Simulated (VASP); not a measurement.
# Pb (Fm-3m) in VASP: a series of runs

The runs below take Pb through single point, with r2SCAN.

Program: VASP 6.6.1. These are calculated values, not measurements. Logs are shortened: lines on timing, memory, paths and dates and some standing lists are left out, and cuts for length are marked.

## (1) The cell of the first run

The structure is cubic, space group Fm-3m (No. 225). The conventional cell has a = 4.663 Å, b = 4.663 Å, c = 4.663 Å, α = 90.00°, β = 90.00°, γ = 90.00°. Within 4.3 Å of Pb (site symmetry m-3m) lie 12 Pb at 3.30 Å.

## (2) Single point, r2SCAN

File POSCAR:

```
Pb
1.0
    0.0000000000      2.3312566036      2.3312566036
    2.3312566036      0.0000000000      2.3312566036
    2.3312566036      2.3312566036      0.0000000000
Pb
1
Direct
    0.0000000000      0.0000000000      0.0000000000
```

File INCAR.step1:

```
PREC = Accurate
ENCUT = 520
ISMEAR = -1
SIGMA = 0.05
LREAL = False
LASPH = True
NELM = 80
NBANDS = 13
GGA = PE
ALGO = Normal
EDIFF = 1E-4
LWAVE = True
LCHARG = False
```

File INCAR.step2:

```
PREC = Accurate
ENCUT = 520
EDIFF = 1E-6
ISMEAR = -1
SIGMA = 0.05
LREAL = False
LASPH = True
NELM = 80
ALGO = Normal
ISIF = 2
LWAVE = False
LCHARG = False
METAGGA = R2SCAN
LMIXTAU = True
NBANDS = 13
ISTART = 1
```

File KPOINTS:

```
Automatic mesh
0
Gamma
  20 20 20
```

Potentials or basis: VASP PAW PBE potentials, release 64 (Pb_d).

On the command line:

```console
$ cat potpaw_PBE.64/Pb_d/POTCAR > POTCAR
$ cp INCAR.step1 INCAR
$ mpirun -np 1 vasp_std > vasp.out
$ cp INCAR.step2 INCAR
$ mpirun -np 1 vasp_std > vasp.out
```

OUTCAR:

```text
PREC = Accurate
   ENCUT = 520
   EDIFF = 1E-6
   ISMEAR = -1
   LREAL = False
   LASPH = True
   NELM = 80
   ISIF = 2
   METAGGA = R2SCAN
   ISTART = 1

 ion  position               nearest neighbor table
   1  0.000  0.000  0.000-

  LATTYP: Found a face centered cubic cell.
 ALAT       =     4.6625132072

  Lattice vectors:

 A1 = (   0.0000000000,   2.3312566036,   2.3312566036)
 A2 = (   2.3312566036,   0.0000000000,   2.3312566036)
 A3 = (   2.3312566036,   2.3312566036,   0.0000000000)

Analysis of symmetry for initial positions (statically):
=====================================================================
 Subroutine PRICEL returns:
 Original cell was already a primitive cell.

 Routine SETGRP: Setting up the symmetry group for a
 face centered cubic supercell.

 Subroutine GETGRP returns: Found 48 space group operations
 (whereof 48 operations were pure point group operations)
 out of a pool of 48 trial point group operations.

The static configuration has the point symmetry O_h .

Analysis of symmetry for dynamics (positions and initial velocities):
=====================================================================
 Subroutine PRICEL returns:
 Original cell was already a primitive cell.

 Routine SETGRP: Setting up the symmetry group for a
 face centered cubic supercell.

 Subroutine GETGRP returns: Found 48 space group operations
 (whereof 48 operations were pure point group operations)
 out of a pool of 48 trial point group operations.

The dynamic configuration has the point symmetry O_h .

 Subroutine INISYM returns: Found 48 space group operations
 (whereof 48 operations are pure point group operations),
 and found     1 'primitive' translations

----------------------------------------------------------------------------------------

                                     Primitive cell

  volume of cell :      25.3396

  direct lattice vectors                    reciprocal lattice vectors
     0.000000000  2.331256604  2.331256604    -0.214476604  0.214476604  0.214476604
     2.331256604  0.000000000  2.331256604     0.214476604 -0.214476604  0.214476604
     2.331256604  2.331256604  0.000000000     0.214476604  0.214476604 -0.214476604

  length of vectors
     3.296894706  3.296894706  3.296894706     0.371484376  0.371484376  0.371484376

  position of ions in fractional coordinates (direct lattice)
     0.000000000  0.000000000  0.000000000

  ion indices of the primitive-cell ions
   primitive index   ion index
                 1           1

----------------------------------------------------------------------------------------

 KPOINTS: Automatic mesh

Automatic generation of k-mesh.
 Grid dimensions read from file:
 generate k-points for:   20   20   20

 Generating k-lattice:

  Cartesian coordinates                     Fractional coordinates (reciprocal lattice)
    -0.010723830  0.010723830  0.010723830     0.050000000  0.000000000  0.000000000
     0.010723830 -0.010723830  0.010723830     0.000000000  0.050000000  0.000000000
     0.010723830  0.010723830 -0.010723830     0.000000000  0.000000000  0.050000000

  Length of vectors
     0.018574219  0.018574219  0.018574219

  Shift w.r.t. Gamma in fractional coordinates (k-lattice)
     0.000000000  0.000000000  0.000000000

 Subroutine IBZKPT returns following result:
 ===========================================

 Found    256 irreducible k-points:

 Following reciprocal coordinates:
            Coordinates               Weight
  0.000000  0.000000  0.000000      1.000000
  0.050000  0.000000  0.000000      8.000000
  0.100000  0.000000  0.000000      8.000000
  0.150000  0.000000  0.000000      8.000000
  0.200000  0.000000  0.000000      8.000000
  0.250000  0.000000  0.000000      8.000000
[... 16 lines left out ...]
 -0.400000  0.050000  0.000000     24.000000
 -0.350000  0.050000  0.000000     24.000000
 [... further k-points ...]
   k-points           NKPTS =    256   k-points in BZ     NKDIM =    256   number of bands    NBANDS=     13
   number of dos      NEDOS =    301   number of ions     NIONS =      1
   total plane-waves  NPLWV =  21952
   dimension x,y,z NGX =    28 NGY =   28 NGZ =   28
   dimension x,y,z NGXF=    56 NGYF=   56 NGZF=   56
   ions per type =               1
   NGX,Y,Z   is equivalent  to a cutoff of  14.12, 14.12, 14.12 a.u.
   NGXF,Y,Z  is equivalent  to a cutoff of  28.24, 28.24, 28.24 a.u.
 SYSTEM =  unknown system
   PREC   = accura    normal or accurate (medium, high low for compatibility)
   ISTART =      1    job   : 0-new  1-cont  2-samecut
   ICHARG =      0    charge: 1-file 2-atom 10-const
   ISPIN  =      1    spin polarized calculation?
   LNONCOLLINEAR =      F non collinear calculations
   LSORBIT =      F    spin-orbit coupling
   LASPH  =      T    aspherical Exc in radial PAW
   ENCUT  =  520.0 eV  38.22 Ry    6.18 a.u.   6.13  6.13  6.13*2*pi/ulx,y,z
   NELM   =     80;   NELMIN=  2; NELMDL=  0     # of ELM steps
   EDIFF  = 0.1E-05   stopping-criterion for ELM
   LREAL  =      F    real-space projection
   EDIFFG = 0.1E-04   stopping-criterion for IOM
   NSW    =      0    number of steps for IOM
   IBRION =     -1    ionic relax: 0-MD 1-quasi-New 2-CG
   NFREE  =      0    steps in history (QN), initial steepest desc. (CG)
   ISIF   =      2    stress and relaxation
   ISYM   =      2    0-nonsym 1-usesym 2-fastsym
   POTIM  = 0.5000    time-step for ionic-motion
   TEBEG  =    0.0;   TEEND  =   0.0 temperature during run
   PSTRESS=    0.0 pullay stress
   NELECT =      14.0000    total number of electrons
   NUPDOWN=      -1.0000    fix difference up-down
   EMIN   =  10.00;   EMAX   =-10.00  energy-range for DOS
   EFERMI =   0.00;   METHOD = LEGACY
   ISMEAR =    -1;   SIGMA  =   0.05  broadening in eV -4-tet -1-fermi 0-gaus
   EFERMI_NEDOS =   21; number of points for ismear=-14 and -15
   IALGO  =     38    algorithm
   IMIX   =      4    mixing-type and parameters
     AMIX     =   0.40;   BMIX     =  1.00
     AMIX_MAG =   1.60;   BMIX_MAG =  1.00
  volume/ion in A,a.u.               =      25.34       171.00
  Fermi-wavevector in a.u.,A,eV,Ry     =   1.343334  2.538534 24.552352  1.804547
  Thomas-Fermi vector in A             =   2.471417
   LORBIT       =      0    0 simple, 1 ext, 2 COOP (PROOUT), +10 PAW based schemes
   METAGGA = R2SCAN    functional components
   LHFCALC =     F    Hartree Fock is set to
   AEXX    =    0.0000 exact exchange contribution
   IVDW    =     0    specifies the selected vdW correction
   LEPSILON=     F    determine dielectric tensor
   LRPA    =     F    only Hartree local field effects (RPA)
 non-spin polarized calculation
  energy-cutoff  :      520.00
  volume of cell :       25.34
 maximum number of plane-waves:       701
 NGX is ok and might be reduce to    28
   NGX = 13   NGY = 13   NGZ = 13

 number of electron      14.0000000 magnetization

 Free energy of the ion-electron system (eV)
  ---------------------------------------------------
  ext. energy  EPLUGINS =         0.00000000
  ---------------------------------------------------
  free energy    TOTEN  =       -56.05662091 eV

  energy without entropy =      -56.05331497  energy(sigma->0) =      -56.05496794

 E-fermi :   9.5718     XC(G=0): -11.9373

 val. band max:        9.5643245365   @ k =  -0.4500   0.4000   0.0000
 cond. band min:       9.5828299117   @ k =  -0.2500   0.1000   0.0000
 fundamental gap:      0.0185053752
 Fermi energy:         9.5717841743

 k-point     1 :       0.0000    0.0000    0.0000
  band No.  band energies     occupation
      1      -8.5007      2.00000
      2      -8.5007      2.00000
      3      -8.5007      2.00000
      4      -8.2490      2.00000
      5      -8.2490      2.00000
      6      -4.2853      2.00000
      7      18.7375      0.00000
      8      18.7375      0.00000
      9      18.7375      0.00000
     10      19.8867      0.00000
     11      24.0198      0.00000
     12      24.0198      0.00000
     13      24.0755      0.00000

 k-point     2 :       0.0500    0.0000    0.0000
  band No.  band energies     occupation
      1      -8.5016      2.00000
      2      -8.4941      2.00000
      3      -8.4941      2.00000
      4      -8.2498      2.00000
      5      -8.2498      2.00000
      6      -4.2249      2.00000
      7      17.9600      0.00000
      8      18.6615      0.00000
      9      18.6615      0.00000
     10      19.8160      0.00000
     11      24.1462      0.00000
     12      24.1462      0.00000
     13      24.1867      0.00000

 k-point     3 :       0.1000    0.0000    0.0000
  band No.  band energies     occupation
      1      -8.5047      2.00000
      2      -8.4766      2.00000
      3      -8.4766      2.00000
      4      -8.2506      2.00000
      5      -8.2506      2.00000
      6      -4.0428      2.00000
      7      16.2790      0.00000
      8      18.4518      0.00000
      9      18.4518      0.00000
     10      19.7681      0.00000
     11      24.2843      0.00000
     12      24.5034      0.00000
     13      24.5034      0.00000
[... 305 lines left out ...]
 k-point    23 :      -0.4000    0.0500    0.0000
  band No.  band energies     occupation
      1      -8.5907      2.00000
      2      -8.4777      2.00000
      3      -8.4688      2.00000
      4      -8.0548      2.00000
      5      -8.0356      2.00000
      6      -0.1002      2.00000
      7       5.3690      2.00000
      8      15.6516      0.00000
      9      16.6130      0.00000
     10      19.4019      0.00000
     11      21.6328      0.00000
     12      22.5453      0.00000
     13      23.4275      0.00000

 k-point    24 :      -0.3500    0.0500    0.0000
  band No.  band energies     occupation
      1      -8.5768      2.00000
      2      -8.4652      2.00000
      3      -8.4581      2.00000
      4      -8.0996      2.00000
      5      -8.0647      2.00000
      6      -0.9551      2.00000
      7       6.7538      2.00000
      8      15.7127      0.00000
      9      16.9907      0.00000
     10      19.5988      0.00000
     11      21.6638      0.00000
     12      22.6086      0.00000
     13      23.7981      0.00000

 [... further k-points ...]

------------------------ aborting loop because EDIFF is reached ----------------------------------------

  FORCE on cell =-STRESS in cart. coord.  units (eV):
  Direction    XX          YY          ZZ          XY          YZ          ZX
  --------------------------------------------------------------------------------------
  -------------------------------------------------------------------------------------
  Total        2.3921323      2.3921323      2.3921323      0.0000000      0.0000000      0.0000000
  in kB      151.2500535    151.2500535    151.2500535      0.0000000      0.0000000      0.0000000
  external PRESSURE =     151.2500535 kB  Pullay stress =       0.0000000 kB

 VOLUME and BASIS-vectors are now :
 -----------------------------------------------------------------------------
  energy-cutoff  :      520.00
  volume of cell :       25.34
      direct lattice vectors                 reciprocal lattice vectors
     0.000000000  2.331256604  2.331256604    -0.214476604  0.214476604  0.214476604
     2.331256604  0.000000000  2.331256604     0.214476604 -0.214476604  0.214476604
     2.331256604  2.331256604  0.000000000     0.214476604  0.214476604 -0.214476604

 POSITION                                       TOTAL-FORCE (eV/Angst)
 -----------------------------------------------------------------------------------
      0.00000      0.00000      0.00000        -0.000000     -0.000000     -0.000000
 -----------------------------------------------------------------------------------
    total drift:                               -0.000000     -0.000000     -0.000000

  FREE ENERGIE OF THE ION-ELECTRON SYSTEM (eV)
  ---------------------------------------------------
  free  energy   TOTEN  =       -56.0566209100 eV

  energy  without entropy=      -56.0533149728  energy(sigma->0) =      -56.05496794
```

Run time: 4.4 min. Hardware: 1 thread of Intel Xeon Platinum 8124M at 3.00GHz (Skylake/Cascade Lake), shared host; peak memory 0.22 GiB.

What came out:

| Item | Value |
| --- | --- |
| Free energy | -56.0566 eV |
| Pressure | 15.1 GPa |
| Band gap on the k mesh | zero (bands 7 and 8 overlap by 11.36 eV) |

Caveat: the cell stands under pressure; the PAW data sets were made with another functional, which shifts forces and pressure a little; spin-orbit coupling is left out, which moves the levels of the heavy elements.

## (3) Single point, r2SCAN

This run uses another cell than the first one, of 28.87 Å³/atom.

File POSCAR:

```
Pb
1.0
    0.0000000000      2.4349017696      2.4349017696
    2.4349017696      0.0000000000      2.4349017696
    2.4349017696      2.4349017696      0.0000000000
Pb
1
Direct
    0.0000000000      0.0000000000      0.0000000000
```

File INCAR.step1:

```
ALGO     = Normal         # electronic algorithm
EDIFF    = 1E-4           # SCF threshold, eV
ENCUT    = 520            # plane-wave cutoff, eV
GGA      = PE             # functional
ISMEAR   = -1             # smearing method
LASPH    = True           # aspherical terms in the spheres
LCHARG   = False          # write CHGCAR
LREAL    = False          # projectors in reciprocal space
LWAVE    = True           # write WAVECAR
NBANDS   = 13             # bands
NELM     = 80             # most SCF steps
PREC     = Accurate       # precision mode
SIGMA    = 0.05           # smearing width, eV
```

File INCAR.step2:

```
ALGO     = Normal         # electronic algorithm
EDIFF    = 1E-7           # SCF threshold, eV
ENCUT    = 520            # plane-wave cutoff, eV
ISIF     = 2              # what is computed and relaxed
ISMEAR   = -1             # smearing method
ISTART   = 1            
LASPH    = True           # aspherical terms in the spheres
LCHARG   = True           # write CHGCAR
LELF     = True           # ELF
LMIXTAU  = True         
LREAL    = False          # projectors in reciprocal space
LVHAR    = True         
LWAVE    = False          # write WAVECAR
METAGGA  = R2SCAN         # meta-GGA
NBANDS   = 13             # bands
NELM     = 80             # most SCF steps
PREC     = Accurate       # precision mode
SIGMA    = 0.05           # smearing width, eV
```

File KPOINTS:

```
k-points
0
Gamma
  20 20 20
```

Potentials or basis: VASP PAW PBE potentials, release 64 (Pb_d).

On the command line:

```console
$ cat potpaw_PBE.64/Pb_d/POTCAR > POTCAR
$ cp INCAR.step1 INCAR
$ mpirun -np 1 vasp_std > vasp.out
$ cp INCAR.step2 INCAR
$ mpirun -np 1 vasp_std > vasp.out
```

It took 5.6 min on 1 thread of Intel Xeon Platinum 8124M at 3.00GHz (Skylake/Cascade Lake), shared host; peak memory 0.23 GiB.

It converged, with:

| Item | Value |
| --- | --- |
| Free energy | -56.2553 eV |
| Pressure | 4.0 GPa |
| Band gap on the k mesh | zero (bands 7 and 8 overlap by 9.95 eV) |

Levels at points of the mesh, in eV from the Fermi level:
```csv
k point,band 3,band 4,band 5,band 6,band 7,band 8,band 9,band 10,band 11,band 12
"(0.00, 0.00, 0.00)",-17.85,-17.67,-17.67,-12.73,8.08,8.08,8.08,10.36,12.89,13.41
"(0.50, 0.00, 0.00)",-17.83,-17.51,-17.51,-8.60,-4.72,6.02,6.02,9.92,10.44,12.03
"(0.50, 0.50, 0.00)",-17.52,-17.47,-17.47,-6.97,-3.75,2.11,2.11,6.01,7.10,19.50
```

Caveat: the cell stands under pressure; the PAW data sets were made with another functional, which shifts forces and pressure a little; spin-orbit coupling is left out, which moves the levels of the heavy elements.

## (4) Single point, r2SCAN

This run uses another cell than the first one, of 30.47 Å³/atom.

File POSCAR:

```
Pb
1.0
    0.0000000000      2.4788973503      2.4788973503
    2.4788973503      0.0000000000      2.4788973503
    2.4788973503      2.4788973503      0.0000000000
Pb
1
Direct
    0.0000000000      0.0000000000      0.0000000000
```

File INCAR.step1:

```
PREC = Accurate ; ENCUT = 520
ISMEAR = -1 ; SIGMA = 0.05
LREAL = False ; LASPH = True
NELM = 60 ; NBANDS = 13
GGA = PE ; ALGO = Normal
EDIFF = 1E-4 ; LWAVE = True
LCHARG = False
```

File INCAR.step2:

```
PREC = Accurate ; ENCUT = 520
EDIFF = 1E-6 ; ISMEAR = -1
SIGMA = 0.05 ; LREAL = False
LASPH = True ; NELM = 60
ALGO = Normal ; ISIF = 2
LWAVE = False ; LCHARG = True
METAGGA = R2SCAN ; LMIXTAU = True
LELF = True ; LVHAR = True
NBANDS = 13 ; ISTART = 1
```

File KPOINTS:

```
regular mesh
0
Gamma
  20 20 20
```

On the command line:

```console
$ cat potpaw_PBE.64/Pb_d/POTCAR > POTCAR
$ cp INCAR.step1 INCAR
$ mpirun -np 1 vasp_std > vasp.out
$ cp INCAR.step2 INCAR
$ mpirun -np 1 vasp_std > vasp.out
```

Run time: 5.3 min. Hardware: 1 thread of Intel Xeon Platinum 8124M at 3.00GHz (Skylake/Cascade Lake), shared host; peak memory 0.24 GiB.

Results (log left out):

```yaml
Free_energy: -56.2802 eV
Pressure: 1.0 GPa
Band_gap_on_the_k_mesh: zero (bands 7 and 8 overlap by 9.38 eV)
```

Levels at points of the mesh, in eV from the Fermi level:
| k point | band 3 | band 4 | band 5 | band 6 | band 7 | band 8 | band 9 | band 10 | band 11 | band 12 |
| --- | --- | --- | --- | --- | --- | --- | --- | --- | --- | --- |
| (0.00, 0.00, 0.00) | -17.78 | -17.63 | -17.63 | -12.32 | 7.64 | 7.64 | 7.64 | 10.35 | 12.18 | 13.01 |
| (0.50, 0.00, 0.00) | -17.77 | -17.49 | -17.49 | -8.53 | -4.41 | 5.72 | 5.72 | 9.90 | 9.95 | 11.72 |
| (0.50, 0.50, 0.00) | -17.50 | -17.45 | -17.45 | -7.04 | -3.50 | 2.06 | 2.06 | 5.85 | 6.95 | 19.22 |

Caveat: the PAW data sets were made with another functional, which shifts forces and pressure a little; spin-orbit coupling is left out, which moves the levels of the heavy elements.

## (5) Overview

```tsv
cell	gap on the mesh (eV)	pressure (GPa)
a = 3.297 Å, angles 60.0°, 1 atom	none	15.1
a = 3.443 Å, angles 60.0°, 1 atom	none	4.0
a = 3.506 Å, angles 60.0°, 1 atom	none	1.0
```

Alike in all rows: task single point; level r2SCAN; potentials or basis VASP PAW PBE potentials, release 64 (Pb_d); no spin polarisation; k mesh 20 × 20 × 20; cutoff (eV) 520; smearing fermi-dirac 0.05 eV.

Caveats: the PAW data sets were made with another functional, which shifts forces and pressure a little; spin-orbit coupling is left out, which moves the levels of the heavy elements; the cell stands under pressure (at least some runs).

Total energies depend on the potentials used, so only differences within one code and one set of settings carry meaning.

The gap in the log of VASP goes by the Fermi energy; the results here count the filled bands.